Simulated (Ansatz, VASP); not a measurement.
**Two plane-wave programs on CsI**

```
CELL_PARAMETERS angstrom
4.66601 0.00000 0.00000
0.00000 4.66601 0.00000
0.00000 0.00000 4.66601
ATOMIC_POSITIONS crystal
Cs 0.00000 0.00000 0.00000
I 0.50000 0.50000 0.50000
```

Alike in both runs: task relaxation of cell and atoms; functional PBEsol; k mesh 6 × 6 × 6; occupations gaussian, width 0.02 eV; no spin polarisation.

```csv
,VASP,Ansatz
version,VASP 6.6.1,Ansatz 0.2.0
potentials or method,"VASP PAW PBE potentials, release 64 (Cs_sv, I), cutoff 500 eV","scalar-relativistic, plane waves, PAW"
valence electrons in the cell,16,26
```

Ansatz gave:

```
gap on the k mesh at the Fermi level, each at its own relaxed structure (eV) : 3.85
relaxed volume (Å³/atom)                                                     : 45.77
relaxed cell length with the largest relative difference (Å)                 : 4.507
```

Question: What did VASP give for the same quantities?

Answer: gap on the k mesh at the Fermi level, each at its own relaxed structure (eV): 3.82; relaxed volume (Å³/atom): 45.92; relaxed cell length with the largest relative difference (Å): 4.512.

VASP's potentials were made for PBE, not for PBEsol. VASP's potentials hold 16 valence electrons a cell and Ansatz's 26, so a difference there can come from the potentials and not from the codes.

Neither program's run includes spin-orbit coupling.
